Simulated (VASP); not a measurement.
Input of a VASP 6.6.1 run:

The input INCAR:

```
ALGO = Normal
EDIFF = 1E-6
ENCUT = 600
GGA = PE
GGA_COMPAT = F
ISIF = 2
ISMEAR = -1
ISPIN = 2
LASPH = T
LCHARG = F
LMAXMIX = 4
LORBIT = 11
LREAL = F
LWAVE = F
MAGMOM = 1.5
NBANDS = 15
NELM = 200
PREC = Accurate
SIGMA = 0.1
```

Contents of KPOINTS:

```
k-points
0
Gamma
  4 4 4
```

POSCAR

```
Ni
1.0
    0.0000000000      1.7619350000      1.7619350000
    1.7619350000      0.0000000000      1.7619350000
    1.7619350000      1.7619350000      0.0000000000
Ni
1
Direct
    0.0000000000      0.0000000000      0.0000000000
```

Potentials or basis: VASP PAW PBE potentials, release 64 (Ni).

Command:

```sh
$ cat potpaw_PBE.64/Ni/POTCAR > POTCAR
$ mpirun -np 1 vasp_std > vasp.out
```

(1) What does it give for the net moment?

(2) What does it give for the pressure?

(3) Predict the site moments.

## Answers

(1) 0.58 μB per cell.

(2) -4.8 GPa.

(3) Ni +0.60 μB.

Caveat: the k points lie up to 0.77 Å⁻¹ apart.
